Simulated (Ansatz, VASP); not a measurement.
Si in VASP and in Ansatz

```xyz
4
Lattice="3.8017 0.0000 0.0000 -1.9008 3.2924 0.0000 0.0000 0.0000 6.2887" Properties=species:S:1:pos:R:3 pbc="T T T"
Si    0.0000    2.1949    0.3964
Si    1.9008    1.0975    3.5408
Si    0.0000    2.1949    2.7479
Si    1.9008    1.0975    5.8923
```

Alike in both runs: functional LDA; k mesh 12 × 12 × 6; occupations gaussian, width 0.02 eV; no spin polarisation.

Ansatz relaxed the structure, and its values are those at the end. VASP's run is a single point on that final structure, the one shown.

|  | VASP | Ansatz |
| --- | --- | --- |
| version | VASP 6.6.1 | Ansatz 0.2.0 |
| potentials or method | VASP PAW LDA potentials, release 64 (Si), cutoff 520 eV | scalar-relativistic, plane waves, PAW |
| valence electrons in the cell | 16 | 16 |

|  | VASP | Ansatz | Ansatz less VASP |
| --- | --- | --- | --- |
| gap on the k mesh at the Fermi level (eV) | 0.27 | 0.27 | +0.004 |
| least direct gap on the mesh (eV) | 1.00 | 0.99 | -0.007 |
| pressure (GPa) | 0.1 | 0.0 | -0.06 |

Ansatz warns that its potentials were made for another functional, while VASP's fit it. LDA's correlation is that of Perdew and Zunger in VASP and of Perdew and Wang (1992) in Ansatz.
